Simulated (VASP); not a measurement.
Write the native input for VASP 6.6.1 that does the following.

```yaml
Task: single point
Functional: PBE
Potentials_or_basis: VASP PAW PBE potentials, release 64 (Ag, Cl)
Cutoff: 520 eV
k_mesh: 8 × 8 × 8
Occupations: fermi-dirac, width 0.02 eV
Spin: no spin polarisation
Dipole_correction: no
Further_INCAR_settings: ALGO = Normal; EDIFF = 1e-07; NBANDS = 16
```

The structure of AgCl lies in POSCAR:

```
AgCl
1.0
    0.0000000000      2.7593178950      2.7593178950
    2.7593178950      0.0000000000      2.7593178950
    2.7593178950      2.7593178950      0.0000000000
Ag Cl
1 1
Direct
    0.0000000000      0.0000000000      0.0000000000
    0.5000000000      0.5000000000      0.5000000000
```

This cell differs from its parent crystal: strain -0.5%.

One way to write it, as run:

INCAR

```
  PREC = Accurate
  ENCUT = 520
  EDIFF = 1E-7
  ISMEAR = -1
  SIGMA = 0.02
  LREAL = False
  LASPH = True
  NELM = 80
  ALGO = Normal
  ISIF = 2
  LWAVE = False
  LCHARG = False
  GGA = PE
  NBANDS = 16
```

KPOINTS

```
Automatic mesh
0
Gamma
  8 8 8
```

Potentials or basis: VASP PAW PBE potentials, release 64 (Ag, Cl).

Run with:

```sh
$ cat potpaw_PBE.64/Ag/POTCAR potpaw_PBE.64/Cl/POTCAR > POTCAR
$ mpirun -np 1 vasp_std > vasp.out
```

It gave:

```
Pressure               : 2.3 GPa
Band gap on the k mesh : 0.91 eV (least direct gap 3.23 eV)
```

Caveat: the cell differs from its parent crystal (strain -0.5%).

It took 9.7 s on 1 thread of Intel(R) Xeon(R) 6975P-C (Granite Rapids), with other jobs on the host, peak memory 0.17 GiB.
